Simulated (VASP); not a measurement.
CuI, 2 atoms in the cell. It takes space group F-43m (No. 216, cubic). Conventional cell: a = 6.063 Å, b = 6.063 Å, c = 6.063 Å, α = 90.00°, β = 90.00°, γ = 90.00°. I (site symmetry -43m) has 4 Cu at 2.63 Å within 3.5 Å. Cu (site symmetry -43m) has 4 I at 2.63 Å within 3.5 Å. 

| Property | Result |
| --- | --- |
| Program | VASP 6.6.1 |
| Task | single point |
| Functional | r2SCAN |
| Dispersion | D4 |
| Potentials or basis | VASP PAW PBE potentials, release 64 (I, Cu) |
| Cutoff | 520 eV |
| k mesh | 8 × 8 × 8 |
| Occupations | methfessel-paxton, width 0.05 eV |
| Spin | no spin polarisation |
| Dipole correction | no |
| Further INCAR settings | ALGO = Normal; EDIFF = 1e-07; NBANDS = 16 |

Potentials or basis: VASP PAW PBE potentials, release 64 (I, Cu).

Launch:

```sh
$ cat potpaw_PBE.64/I/POTCAR potpaw_PBE.64/Cu/POTCAR > POTCAR
$ cp INCAR.step1 INCAR
$ mpirun -np 1 vasp_std > vasp.out
$ cp INCAR.step2 INCAR
$ mpirun -np 1 vasp_std > vasp.out
```

Hardware: 1 thread of AMD EPYC 9R45 96-Core Processor (Zen 5), with other jobs on the host.

How long does it take, and how much memory?

Wall time 68 s on 1 thread of AMD EPYC 9R45 96-Core Processor (Zen 5) (shared host), peak memory 0.17 GiB. Counts: k points 29.
